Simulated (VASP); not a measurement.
# MgO (zincblende type) (F-43m) in VASP: further runs, part 2 of 2

VASP 6.6.1. Earlier steps stand in the parts before.

## Step 5: Single point, PBE

This run uses another cell than the first one, of 12.26 Å³/atom, 1.063 times its volume.

INCAR

```
SYSTEM = MgO
ALGO = Normal ; EDIFF = 1E-7
ENCUT = 520 ; GGA = PE
ISIF = 2 ; ISMEAR = -1
LASPH = .TRUE. ; LCHARG = .TRUE.
LELF = .TRUE. ; LREAL = .FALSE.
LVHAR = .TRUE. ; LWAVE = .FALSE.
NBANDS = 11 ; NELM = 60
PREC = Accurate ; SIGMA = 0.08
```

KPOINTS

```
k-points
0
G
  13 13 13
  0 0 0
```

POSCAR

```
MgO
1.0
    0.0000000000      2.3058942152      2.3058942152
    2.3058942152      0.0000000000      2.3058942152
    2.3058942152      2.3058942152      0.0000000000
Mg O
1 1
Direct
    0.0000000000      0.0000000000      0.0000000000
    0.2500000000      0.2500000000      0.2500000000
```

Potentials or basis: VASP PAW PBE potentials, release 64 (Mg, O).

Launch:

```
cat potpaw_PBE.64/Mg/POTCAR potpaw_PBE.64/O/POTCAR > POTCAR
mpirun -np 1 vasp_std > vasp.out
```

OUTCAR:

```text
SYSTEM = MgO
   EDIFF = 1E-7
   ENCUT = 520
   GGA = PE
   ISIF = 2
   ISMEAR = -1
   LASPH = .TRUE.
   LREAL = .FALSE.
   NELM = 60
   PREC = Accurate

 ion  position               nearest neighbor table
   1  0.000  0.000  0.000-   2 2.00   2 2.00   2 2.00   2 2.00
   2  0.250  0.250  0.250-   1 2.00   1 2.00   1 2.00   1 2.00

  LATTYP: Found a face centered cubic cell.
 ALAT       =     4.6117884304

  Lattice vectors:

 A1 = (   0.0000000000,   2.3058942152,   2.3058942152)
 A2 = (   2.3058942152,   0.0000000000,   2.3058942152)
 A3 = (   2.3058942152,   2.3058942152,   0.0000000000)

Analysis of symmetry for initial positions (statically):
=====================================================================
 Subroutine PRICEL returns:
 Original cell was already a primitive cell.

 Routine SETGRP: Setting up the symmetry group for a
 face centered cubic supercell.

 Subroutine GETGRP returns: Found 24 space group operations
 (whereof 24 operations were pure point group operations)
 out of a pool of 48 trial point group operations.

The static configuration has the point symmetry T_d .

Analysis of symmetry for dynamics (positions and initial velocities):
=====================================================================
 Subroutine PRICEL returns:
 Original cell was already a primitive cell.

 Routine SETGRP: Setting up the symmetry group for a
 face centered cubic supercell.

 Subroutine GETGRP returns: Found 24 space group operations
 (whereof 24 operations were pure point group operations)
 out of a pool of 48 trial point group operations.

The dynamic configuration has the point symmetry T_d .

 Subroutine INISYM returns: Found 24 space group operations
 (whereof 24 operations are pure point group operations),
 and found     1 'primitive' translations

----------------------------------------------------------------------------------------

                                     Primitive cell

  volume of cell :      24.5216

  direct lattice vectors                    reciprocal lattice vectors
     0.000000000  2.305894215  2.305894215    -0.216835619  0.216835619  0.216835619
     2.305894215  0.000000000  2.305894215     0.216835619 -0.216835619  0.216835619
     2.305894215  2.305894215  0.000000000     0.216835619  0.216835619 -0.216835619

  length of vectors
     3.261026873  3.261026873  3.261026873     0.375570309  0.375570309  0.375570309

  position of ions in fractional coordinates (direct lattice)
     0.000000000  0.000000000  0.000000000
     0.250000000  0.250000000  0.250000000

  ion indices of the primitive-cell ions
   primitive index   ion index
                 1           1
                 2           2

----------------------------------------------------------------------------------------

 KPOINTS: k-points

Automatic generation of k-mesh.
 Grid dimensions read from file:
 generate k-points for:   13   13   13

 Generating k-lattice:

  Cartesian coordinates                     Fractional coordinates (reciprocal lattice)
    -0.016679663  0.016679663  0.016679663     0.076923077  0.000000000  0.000000000
     0.016679663 -0.016679663  0.016679663     0.000000000  0.076923077  0.000000000
     0.016679663  0.016679663 -0.016679663     0.000000000  0.000000000  0.076923077

  Length of vectors
     0.028890024  0.028890024  0.028890024

  Shift w.r.t. Gamma in fractional coordinates (k-lattice)
     0.000000000  0.000000000  0.000000000

 Subroutine IBZKPT returns following result:
 ===========================================

 Found     84 irreducible k-points:

 Following reciprocal coordinates:
            Coordinates               Weight
  0.000000  0.000000  0.000000      1.000000
  0.076923  0.000000  0.000000      8.000000
  0.153846  0.000000  0.000000      8.000000
  0.230769  0.000000  0.000000      8.000000
  0.307692  0.000000  0.000000      8.000000
  0.384615  0.000000  0.000000      8.000000
[... 16 lines left out ...]
  0.384615  0.153846  0.000000     24.000000
  0.461538  0.153846  0.000000     24.000000
 [... further k-points ...]
   k-points           NKPTS =     84   k-points in BZ     NKDIM =     84   number of bands    NBANDS=     11
   number of dos      NEDOS =    301   number of ions     NIONS =      2
   total plane-waves  NPLWV =  13824
   dimension x,y,z NGX =    24 NGY =   24 NGZ =   24
   dimension x,y,z NGXF=    48 NGYF=   48 NGZF=   48
   ions per type =               1   1
   NGX,Y,Z   is equivalent  to a cutoff of  12.24, 12.24, 12.24 a.u.
   NGXF,Y,Z  is equivalent  to a cutoff of  24.47, 24.47, 24.47 a.u.
 SYSTEM =  MgO
   PREC   = accura    normal or accurate (medium, high low for compatibility)
   ISTART =      0    job   : 0-new  1-cont  2-samecut
   ICHARG =      2    charge: 1-file 2-atom 10-const
   ISPIN  =      1    spin polarized calculation?
   LNONCOLLINEAR =      F non collinear calculations
   LSORBIT =      F    spin-orbit coupling
   LASPH  =      T    aspherical Exc in radial PAW
   ENCUT  =  520.0 eV  38.22 Ry    6.18 a.u.   6.06  6.06  6.06*2*pi/ulx,y,z
   NELM   =     60;   NELMIN=  2; NELMDL= -5     # of ELM steps
   EDIFF  = 0.1E-06   stopping-criterion for ELM
   LREAL  =      F    real-space projection
   EDIFFG = 0.1E-05   stopping-criterion for IOM
   NSW    =      0    number of steps for IOM
   IBRION =     -1    ionic relax: 0-MD 1-quasi-New 2-CG
   NFREE  =      0    steps in history (QN), initial steepest desc. (CG)
   ISIF   =      2    stress and relaxation
   ISYM   =      2    0-nonsym 1-usesym 2-fastsym
   POTIM  = 0.5000    time-step for ionic-motion
   TEBEG  =    0.0;   TEEND  =   0.0 temperature during run
   PSTRESS=    0.0 pullay stress
   NELECT =       8.0000    total number of electrons
   NUPDOWN=      -1.0000    fix difference up-down
   EMIN   =  10.00;   EMAX   =-10.00  energy-range for DOS
   EFERMI =   0.00;   METHOD = LEGACY
   ISMEAR =    -1;   SIGMA  =   0.08  broadening in eV -4-tet -1-fermi 0-gaus
   EFERMI_NEDOS =   21; number of points for ismear=-14 and -15
   IALGO  =     38    algorithm
   IMIX   =      4    mixing-type and parameters
     AMIX     =   0.40;   BMIX     =  1.00
     AMIX_MAG =   1.60;   BMIX_MAG =  1.00
  volume/ion in A,a.u.               =      12.26        82.74
  Fermi-wavevector in a.u.,A,eV,Ry     =   1.126995  2.129712 17.281011  1.270118
  Thomas-Fermi vector in A             =   2.263680
   LORBIT       =      0    0 simple, 1 ext, 2 COOP (PROOUT), +10 PAW based schemes
   GGA     = PE    functional components
   LHFCALC =     F    Hartree Fock is set to
   AEXX    =    0.0000 exact exchange contribution
   IVDW    =     0    specifies the selected vdW correction
   LEPSILON=     F    determine dielectric tensor
   LRPA    =     F    only Hartree local field effects (RPA)
 non-spin polarized calculation
  energy-cutoff  :      520.00
  volume of cell :       24.52
 maximum number of plane-waves:       672
   NGX = 13   NGY = 13   NGZ = 13

 number of electron       8.0000001 magnetization

 Free energy of the ion-electron system (eV)
  ---------------------------------------------------
  ext. energy  EPLUGINS =         0.00000000
  ---------------------------------------------------
  free energy    TOTEN  =       -11.70116921 eV

  energy without entropy =      -11.70116921  energy(sigma->0) =      -11.70116921

 E-fermi :   2.3866     XC(G=0):  -9.5872

 val. band max:        0.6290064895   @ k =   0.0000   0.0000   0.0000
 cond. band min:       4.0959569558   @ k =   0.0000   0.0000   0.0000
 fundamental gap:      3.4669504663
 Fermi energy:         2.3866462268

 k-point     1 :       0.0000    0.0000    0.0000
  band No.  band energies     occupation
      1     -15.1828      2.00000
      2       0.6290      2.00000
      3       0.6290      2.00000
      4       0.6290      2.00000
      5       4.0960      0.00000
      6      17.1022      0.00000
      7      17.1022      0.00000
      8      17.1022      0.00000
      9      20.6543      0.00000
     10      20.6547      0.00000
     11      20.6875      0.00000
[... 309 lines left out ...]
 k-point    24 :       0.4615    0.1538    0.0000
  band No.  band energies     occupation
      1     -14.5507      2.00000
      2      -1.9695      2.00000
      3       0.0785      2.00000
      4       0.3060      2.00000
      5       8.5534      0.00000
      6      11.0089      0.00000
      7      14.2302      0.00000
      8      15.5895      0.00000
      9      19.2128      0.00000
     10      22.3943      0.00000
     11      22.4622      0.00000

 [... further k-points ...]

------------------------ aborting loop because EDIFF is reached ----------------------------------------

  FORCE on cell =-STRESS in cart. coord.  units (eV):
  Direction    XX          YY          ZZ          XY          YZ          ZX
  --------------------------------------------------------------------------------------
  -------------------------------------------------------------------------------------
  Total       -0.0525425     -0.0525425     -0.0525425      0.0000000      0.0000000     -0.0000000
  in kB       -3.4329931     -3.4329931     -3.4329931      0.0000000      0.0000000     -0.0000000
  external PRESSURE =      -3.4329931 kB  Pullay stress =       0.0000000 kB

 VOLUME and BASIS-vectors are now :
 -----------------------------------------------------------------------------
  energy-cutoff  :      520.00
  volume of cell :       24.52
      direct lattice vectors                 reciprocal lattice vectors
     0.000000000  2.305894215  2.305894215    -0.216835619  0.216835619  0.216835619
     2.305894215  0.000000000  2.305894215     0.216835619 -0.216835619  0.216835619
     2.305894215  2.305894215  0.000000000     0.216835619  0.216835619 -0.216835619

 POSITION                                       TOTAL-FORCE (eV/Angst)
 -----------------------------------------------------------------------------------
      0.00000      0.00000      0.00000         0.000000      0.000000      0.000000
      1.15295      1.15295      1.15295        -0.000000     -0.000000     -0.000000
 -----------------------------------------------------------------------------------
    total drift:                               -0.000000     -0.000000     -0.000000

  FREE ENERGIE OF THE ION-ELECTRON SYSTEM (eV)
  ---------------------------------------------------
  free  energy   TOTEN  =       -11.7011692095 eV

  energy  without entropy=      -11.7011692094  energy(sigma->0) =      -11.70116921
```

stdout:

```text
POSCAR found type information on POSCAR MgO
 POSCAR found :  2 types and       2 ions
 scaLAPACK will be used
 LDA part: xc-table for (Slater+PW92), standard interpolation
 POSCAR, INCAR and KPOINTS ok, starting setup
 FFT: planning ... GRIDC
 FFT: planning ... GRID_SOFT
 FFT: planning ... GRID
 WAVECAR not read
 entering main loop
```

Run time: 6.5 s. Hardware: 1 thread of Intel Xeon 6975P-C (Granite Rapids), shared host; peak memory 0.15 GiB.

Results:

```
Free energy            : -11.7012 eV
Pressure               : -0.3 GPa
Band gap on the k mesh : 3.47 eV, direct
```

A k mesh can miss the band edges. Expect the measured gap to be larger: semilocal functionals such as PBE lack the derivative discontinuity.

## Step 6: The runs side by side

| level | cell | gap on the mesh (eV) | pressure (GPa) |
| --- | --- | --- | --- |
| PBE | a = 3.195 Å, angles 60.0°, 2 atoms | 3.81 | 7.6 |
| PBE | a = 3.239 Å, angles 60.0°, 2 atoms | 3.58 | 2.1 |
| PBE+D4 | a = 3.239 Å, angles 60.0°, 2 atoms | 3.58 | -0.1 |
| PBE | a = 3.261 Å, angles 60.0°, 2 atoms | 3.47 | -0.3 |

Alike in all rows: task single point; potentials or basis VASP PAW PBE potentials, release 64 (Mg, O); no spin polarisation; k mesh 13 × 13 × 13; cutoff (eV) 520; smearing fermi-dirac 0.08 eV.

Absolute energies hang on the potentials; compare differences alone.
